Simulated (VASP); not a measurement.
# AlP (F-43m) in VASP: notebook

The runs below take AlP through G0W0 quasiparticle levels, with PBE.

Everything below comes from runs of VASP 6.6.1. Logs are shortened: lines on timing, memory, paths and dates and some standing lists are left out, and cuts for length are marked.

### 1 The cell of the first run

It takes space group F-43m (No. 216, cubic). The conventional cell has a = 5.463 Å, b = 5.463 Å, c = 5.463 Å, α = 90.00°, β = 90.00°, γ = 90.00°. Within 3.1 Å of Al (site symmetry -43m) lie 4 P at 2.37 Å. Within 3.1 Å of P (site symmetry -43m) lie 4 Al at 2.37 Å.

### 2 G0W0 quasiparticle levels, PBE

Input file POSCAR:

```
AlP
1.0
    0.0000000000      2.7315000000      2.7315000000
    2.7315000000      0.0000000000      2.7315000000
    2.7315000000      2.7315000000      0.0000000000
Al P
1 1
Direct
    0.0000000000      0.0000000000      0.0000000000
    0.2500000000      0.2500000000      0.2500000000
```

Input file INCAR.step1:

```
PREC = Accurate
ENCUT = 500
EDIFF = 1E-8
ISMEAR = 0
SIGMA = 0.01
LREAL = False
LASPH = True
NELM = 80
ALGO = Normal
LWAVE = True
LCHARG = False
GGA = PE
```

Input file INCAR.step2:

```
PREC = Accurate
ENCUT = 500
EDIFF = 1E-8
ISMEAR = 0
SIGMA = 0.01
LREAL = False
LASPH = True
NELM = 1
ALGO = Exact
LWAVE = True
LCHARG = False
GGA = PE
NBANDS = 205
LOPTICS = True
ISTART = 1
```

Input file INCAR.step3:

```
PREC = Accurate
ENCUT = 500
EDIFF = 1E-8
ISMEAR = 0
SIGMA = 0.01
LREAL = False
LASPH = True
ALGO = EVGW0
LWAVE = False
LCHARG = False
GGA = PE
NELMGW = 1
NBANDS = 205
ENCUTGW = 113.3
NOMEGA = 48
PRECFOCK = Fast
ISTART = 1
NBANDSGW = 12
```

Input file KPOINTS:

```
regular mesh
0
Gamma
  2 2 2
```

Potentials or basis: VASP PAW PBE potentials, release 64 (Al_GW, P_GW).

Run with:

```bash
$ cat potpaw_PBE.64/Al_GW/POTCAR potpaw_PBE.64/P_GW/POTCAR > POTCAR
$ cp INCAR.step1 INCAR
$ mpirun -np 1 vasp_std > vasp.out
$ cp INCAR.step2 INCAR
$ mpirun -np 1 vasp_std > vasp.out
$ cp INCAR.step3 INCAR
$ mpirun -np 1 vasp_std > vasp.out
```

OUTCAR:

```text
PREC = Accurate
   ENCUT = 500
   EDIFF = 1E-8
   ISMEAR = 0
   LREAL = False
   LASPH = True
   GGA = PE
   NELMGW = 1
   ENCUTGW = 113.3
   PRECFOCK = Fast
   ISTART = 1

 ion  position               nearest neighbor table
   1  0.000  0.000  0.000-   2 2.37   2 2.37   2 2.37   2 2.37
   2  0.250  0.250  0.250-   1 2.37   1 2.37   1 2.37   1 2.37

  LATTYP: Found a face centered cubic cell.
 ALAT       =     5.4630000000

  Lattice vectors:

 A1 = (   0.0000000000,   2.7315000000,   2.7315000000)
 A2 = (   2.7315000000,   0.0000000000,   2.7315000000)
 A3 = (   2.7315000000,   2.7315000000,   0.0000000000)

Analysis of symmetry for initial positions (statically):
=====================================================================
 Subroutine PRICEL returns:
 Original cell was already a primitive cell.

 Routine SETGRP: Setting up the symmetry group for a
 face centered cubic supercell.

 Subroutine GETGRP returns: Found 24 space group operations
 (whereof 24 operations were pure point group operations)
 out of a pool of 48 trial point group operations.

The static configuration has the point symmetry T_d .

Analysis of symmetry for dynamics (positions and initial velocities):
=====================================================================
 Subroutine PRICEL returns:
 Original cell was already a primitive cell.

 Routine SETGRP: Setting up the symmetry group for a
 face centered cubic supercell.

 Subroutine GETGRP returns: Found 24 space group operations
 (whereof 24 operations were pure point group operations)
 out of a pool of 48 trial point group operations.

The dynamic configuration has the point symmetry T_d .

 Subroutine INISYM returns: Found 24 space group operations
 (whereof 24 operations are pure point group operations),
 and found     1 'primitive' translations

----------------------------------------------------------------------------------------

                                     Primitive cell

  volume of cell :      40.7599

[... 65 lines left out ...]
   NELM   =     60;   NELMIN=  2; NELMDL=  0     # of ELM steps
   EDIFF  = 0.1E-07   stopping-criterion for ELM
   LREAL  =      F    real-space projection
   EDIFFG = 0.1E-06   stopping-criterion for IOM
   NSW    =      0    number of steps for IOM
   IBRION =     -1    ionic relax: 0-MD 1-quasi-New 2-CG
   NFREE  =      0    steps in history (QN), initial steepest desc. (CG)
   ISIF   =      0    stress and relaxation
   ISYM   =      3    0-nonsym 1-usesym 2-fastsym
   POTIM  = 0.5000    time-step for ionic-motion
   TEBEG  =    0.0;   TEEND  =   0.0 temperature during run
   PSTRESS=    0.0 pullay stress
   NELECT =       8.0000    total number of electrons
   NUPDOWN=      -1.0000    fix difference up-down
   EMIN   =  10.00;   EMAX   =-10.00  energy-range for DOS
   EFERMI =   0.00;   METHOD = LEGACY
   ISMEAR =     0;   SIGMA  =   0.01  broadening in eV -4-tet -1-fermi 0-gaus
   EFERMI_NEDOS =   21; number of points for ismear=-14 and -15
   IALGO  =     38    algorithm
   IMIX   =      4    mixing-type and parameters
     AMIX     =   0.40;   BMIX     =  1.00
     AMIX_MAG =   1.60;   BMIX_MAG =  1.00
  volume/ion in A,a.u.               =      20.38       137.53
  Fermi-wavevector in a.u.,A,eV,Ry     =   0.951394  1.797873 12.315314  0.905150
  Thomas-Fermi vector in A             =   2.079860
   LORBIT       =      0    0 simple, 1 ext, 2 COOP (PROOUT), +10 PAW based schemes
   GGA     = PE    functional components
   LHFCALC =     T    Hartree Fock is set to
   PRECFOCK=fast      Normal, Fast or Accurate (Low or Medium for compatibility)
   ENCUT4O =  -1.0   cutoff for four orbital integrals eV
   NKREDX  =     1    reduce k-point grid by
   NKREDY  =     1    reduce k-point grid by
   NKREDZ  =     1    reduce k-point grid by
   AEXX    =    1.0000 exact exchange contribution
   HFSCREEN=    0.0000 screening length (either q_TF or 0.3 A-1)
   HFSCREENC=   0.0000 screening length for correlation (either q_TF or 0.3 A-1)
   ENCUTFOCK=  -1.0 apply spherical cutoff to Coloumb kernel
   IVDW    =     0    specifies the selected vdW correction
   LEPSILON=     F    determine dielectric tensor
   LRPA    =     F    only Hartree local field effects (RPA)
   LRPAFORCE           =     F    calculate RPA forces
   ENCUTGW             = 113.3    cutoff for response function in eV
   ENCUTGWSOFT         =  90.6    soft cutoff for Coulomb kernel in GW response function in eV
   ENCUTLF             =  -1.0    cutoff for local field effects
   NELMGW              =     1    number of iterations in solving QP/BSE equation
   NELMHF              =     1    number of iterations in the inner HF iteration
   NKREDLFX            =     1    NKREDLFY  =   1   NKREDLFZ  =   1
 non-spin polarized calculation
 Gauss-broadening in eV      SIGMA  =   0.01
  energy-cutoff  :      500.00
  volume of cell :       40.76
 maximum number of plane-waves:      1056
  NGX = 16; NGY = 16; NGZ = 16
   NGX = 15   NGY = 15   NGZ = 15
 maximum number of plane-waves:       116
 NGX is ok and might be reduce to    14

 QP shifts <psi_nk| G(iteration)W_0 |psi_nk>: iteration 1
 for sc-GW calculations column KS-energies equals QP-energies in previous step
 and V_xc(KS)=  KS-energies - (<T + V_ion + V_H > + <T+V_H+V_ion>^1  + <V_x>^1)

 k-point   1 :       0.0000    0.0000    0.0000
  band No.  KS-energies  QP-energies   sigma(KS)   V_xc(KS)     V^pw_x(r,r')   Z            occupation Imag(sigma)

      1      -7.3337      -7.9039     -11.9106     -11.0135     -18.2236       0.6355       2.0000       0.9977
      2       4.2085       3.4842     -12.9398     -12.0053     -15.1917       0.7751       2.0000       0.1135
      3       4.2085       3.4842     -12.9398     -12.0053     -15.1917       0.7751       2.0000       0.1135
      4       4.2085       3.4842     -12.9398     -12.0053     -15.1917       0.7751       2.0000       0.1135
      5       7.4593       7.6636      -9.7916     -10.0556      -4.6603       0.7740       0.0000      -0.0952
      6       8.5419       8.7499      -9.2905      -9.5593      -4.3478       0.7738       0.0000      -0.0977
      7       8.5419       8.7499      -9.2905      -9.5593      -4.3478       0.7738       0.0000      -0.0977
      8       8.5419       8.7499      -9.2905      -9.5593      -4.3478       0.7738       0.0000      -0.0977
      9      12.8239      13.1845      -9.4245      -9.8793      -4.0485       0.7928       0.0000      -0.1476
     10      12.8239      13.1845      -9.4245      -9.8793      -4.0485       0.7928       0.0000      -0.1476
     11      14.3338      13.9877      -7.9118      -7.4658      -2.0015       0.7760       0.0000      -0.4630
     12      16.2502      16.0381      -8.0370      -7.7869      -1.9171       0.8481       0.0000      -0.6995
[... 20 lines left out ...]
      1      -4.8981      -5.6417     -13.1825     -12.1480     -18.5333       0.7189       2.0000       0.8738
      2      -1.2521      -2.1652     -11.4332     -10.2351     -14.5464       0.7621       2.0000       0.2049
      3       2.0252       1.2045     -12.0599     -10.9910     -14.5569       0.7678       2.0000       0.1232
      4       2.0252       1.2045     -12.0599     -10.9910     -14.5569       0.7678       2.0000       0.1232
      5       5.5932       5.4713      -8.2406      -8.0869      -3.6843       0.7929       0.0000      -0.0817
      6       6.4964       6.5576      -8.8064      -8.8844      -4.1873       0.7852       0.0000      -0.0706
      7      15.1262      15.3378      -9.7715     -10.0488      -3.4191       0.7628       0.0000      -0.5274
      8      15.1262      15.3378      -9.7715     -10.0488      -3.4191       0.7628       0.0000      -0.5274
      9      16.1305      16.5799     -10.2813     -10.8607      -4.3956       0.7756       0.0000      -0.2730
     10      16.1305      16.5799     -10.2813     -10.8607      -4.3956       0.7756       0.0000      -0.2730
     11      16.3048      16.5517     -10.4115     -10.7123      -4.2495       0.8208       0.0000      -0.5678
     12      16.8851      17.3433     -10.2031     -10.8131      -4.2278       0.7512       0.0000      -0.2886
```

OUTCAR.step1:

```text
PREC = Accurate
   ENCUT = 500
   EDIFF = 1E-8
   ISMEAR = 0
   LREAL = False
[... 230 lines left out ...]
      0.00000      0.00000      0.00000         0.000000      0.000000      0.000000
      1.36575      1.36575      1.36575        -0.000000     -0.000000     -0.000000
 -----------------------------------------------------------------------------------
    total drift:                               -0.000000     -0.000000     -0.000001

  FREE ENERGIE OF THE ION-ELECTRON SYSTEM (eV)
  ---------------------------------------------------
  free  energy   TOTEN  =        -8.5450063527 eV

  energy  without entropy=       -8.5450063527  energy(sigma->0) =       -8.54500635
```

It took 23 s on 1 thread of Intel Xeon 6975P-C, shared host; peak memory 0.26 GiB.

What came out:

- Band gap on the k mesh, mean-field level: 1.38 eV, indirect (least direct gap 3.25 eV)
- Quasiparticle gap: 1.99 eV
- Least direct quasiparticle gap: 4.18 eV

Levels at points of the mesh, in eV from the valence-band top:
```tsv
k point	band 1	band 2	band 3	band 4	band 5	band 6	band 7	band 8
(0.00, 0.00, 0.00)	-11.54	0.00	0.00	0.00	3.25	4.33	4.33	4.33
(0.50, 0.00, 0.00)	-9.80	-5.67	-0.80	-0.80	2.67	4.60	4.60	8.17
(0.50, 0.50, 0.00)	-9.11	-5.46	-2.18	-2.18	1.38	2.29	10.92	10.92
```

Caveat: the k points lie up to 1.00 Å⁻¹ apart; bands, screening cutoff and mesh are small and nothing is extrapolated, so the quasiparticle values aren't converged. A k mesh can miss the band edges.

### 3 G0W0 quasiparticle levels, PBE

POSCAR is that of step 2.

Edit INCAR.step1 of step 2 so:

```diff
@@ -7,3 +7,3 @@
 LASPH = True
-NELM = 80
+NELM = 100
 ALGO = Normal
```

Edit INCAR.step2 of step 2 so:

```diff
@@ -12,3 +12,3 @@
 GGA = PE
-NBANDS = 205
+NBANDS = 292
 LOPTICS = True
```

Edit INCAR.step3 of step 2 so:

```diff
@@ -12,4 +12,4 @@
 NELMGW = 1
-NBANDS = 205
-ENCUTGW = 113.3
+NBANDS = 292
+ENCUTGW = 143.3
 NOMEGA = 48
```

KPOINTS is that of step 2.

Potentials or basis: VASP PAW PBE potentials, release 64 (Al_GW, P_GW).

Run with:

```bash
$ cat potpaw_PBE.64/Al_GW/POTCAR potpaw_PBE.64/P_GW/POTCAR > POTCAR
$ cp INCAR.step1 INCAR
$ mpirun -np 1 vasp_std > vasp.out
$ cp INCAR.step2 INCAR
$ mpirun -np 1 vasp_std > vasp.out
$ cp INCAR.step3 INCAR
$ mpirun -np 1 vasp_std > vasp.out
```

OUTCAR:

```text
PREC = Accurate
   ENCUT = 500
   EDIFF = 1E-8
   ISMEAR = 0
   LREAL = False
   LASPH = True
   GGA = PE
   NELMGW = 1
   ENCUTGW = 143.3
   PRECFOCK = Fast
   ISTART = 1

 ion  position               nearest neighbor table
   1  0.000  0.000  0.000-   2 2.37   2 2.37   2 2.37   2 2.37
   2  0.250  0.250  0.250-   1 2.37   1 2.37   1 2.37   1 2.37

[... 176 lines left out ...]
      2       4.2085       3.4025     -13.0443     -12.0053     -15.1917       0.7758       2.0000       0.0943
      3       4.2085       3.4025     -13.0443     -12.0053     -15.1917       0.7758       2.0000       0.0943
      4       4.2085       3.4025     -13.0443     -12.0053     -15.1917       0.7758       2.0000       0.0943
      5       7.4593       7.6053      -9.8670     -10.0556      -4.6603       0.7740       0.0000      -0.1125
      6       8.5419       8.7150      -9.3353      -9.5593      -4.3478       0.7730       0.0000      -0.1117
      7       8.5419       8.7150      -9.3353      -9.5593      -4.3478       0.7730       0.0000      -0.1117
      8       8.5419       8.7150      -9.3353      -9.5593      -4.3478       0.7730       0.0000      -0.1117
      9      12.8239      13.1468      -9.4763      -9.8793      -4.0485       0.8013       0.0000      -0.1667
     10      12.8239      13.1468      -9.4763      -9.8793      -4.0485       0.8013       0.0000      -0.1667
     11      14.3338      13.9680      -7.9367      -7.4658      -2.0015       0.7769       0.0000      -0.4710
     12      16.2502      16.0174      -8.0602      -7.7869      -1.9171       0.8518       0.0000      -0.7059
[... 20 lines left out ...]
      1      -4.8981      -5.7211     -13.2913     -12.1480     -18.5333       0.7199       2.0000       0.8529
      2      -1.2521      -2.2107     -11.4938     -10.2351     -14.5464       0.7616       2.0000       0.1934
      3       2.0252       1.1422     -12.1397     -10.9910     -14.5569       0.7686       2.0000       0.1055
      4       2.0252       1.1422     -12.1397     -10.9910     -14.5569       0.7686       2.0000       0.1055
      5       5.5932       5.4506      -8.2671      -8.0869      -3.6843       0.7915       0.0000      -0.0868
      6       6.4964       6.5296      -8.8420      -8.8844      -4.1873       0.7832       0.0000      -0.0769
      7      15.1262      15.2887      -9.8369     -10.0488      -3.4191       0.7666       0.0000      -0.5471
      8      15.1262      15.2887      -9.8369     -10.0488      -3.4191       0.7666       0.0000      -0.5471
      9      16.1305      16.5118     -10.3683     -10.8607      -4.3956       0.7744       0.0000      -0.2877
     10      16.1305      16.5118     -10.3683     -10.8607      -4.3956       0.7744       0.0000      -0.2877
     11      16.3048      16.4848     -10.4944     -10.7123      -4.2495       0.8261       0.0000      -0.5847
     12      16.8851      17.2825     -10.2836     -10.8131      -4.2278       0.7507       0.0000      -0.2960
```

OUTCAR.step1:

```text
PREC = Accurate
   ENCUT = 500
   EDIFF = 1E-8
   ISMEAR = 0
   LREAL = False
[... 230 lines left out ...]
      0.00000      0.00000      0.00000         0.000000      0.000000      0.000000
      1.36575      1.36575      1.36575        -0.000000     -0.000000     -0.000000
 -----------------------------------------------------------------------------------
    total drift:                               -0.000000     -0.000000     -0.000001

  FREE ENERGIE OF THE ION-ELECTRON SYSTEM (eV)
  ---------------------------------------------------
  free  energy   TOTEN  =        -8.5450063527 eV

  energy  without entropy=       -8.5450063527  energy(sigma->0) =       -8.54500635
```

It took 28 s on 1 thread of Intel Xeon 6975P-C, shared host; peak memory 0.26 GiB.

What came out:

```yaml
Band_gap_on_the_k_mesh_mean-field_level: 1.38 eV, indirect (least direct gap 3.25 eV)
Quasiparticle_gap: 2.05 eV
Least_direct_quasiparticle_gap: 4.20 eV
```

Levels at points of the mesh, in eV from the valence-band top:
```
           k point  band 1  band 2  band 3  band 4  band 5  band 6  band 7  band 8
(0.00, 0.00, 0.00)  -11.54    0.00    0.00    0.00    3.25    4.33    4.33    4.33
(0.50, 0.00, 0.00)   -9.80   -5.67   -0.80   -0.80    2.67    4.60    4.60    8.17
(0.50, 0.50, 0.00)   -9.11   -5.46   -2.18   -2.18    1.38    2.29   10.92   10.92
```

Caveat: the k points lie up to 1.00 Å⁻¹ apart; bands, screening cutoff and mesh are small and nothing is extrapolated, so the quasiparticle values aren't converged. A k mesh can miss the band edges.

[end of part 1 of 4]
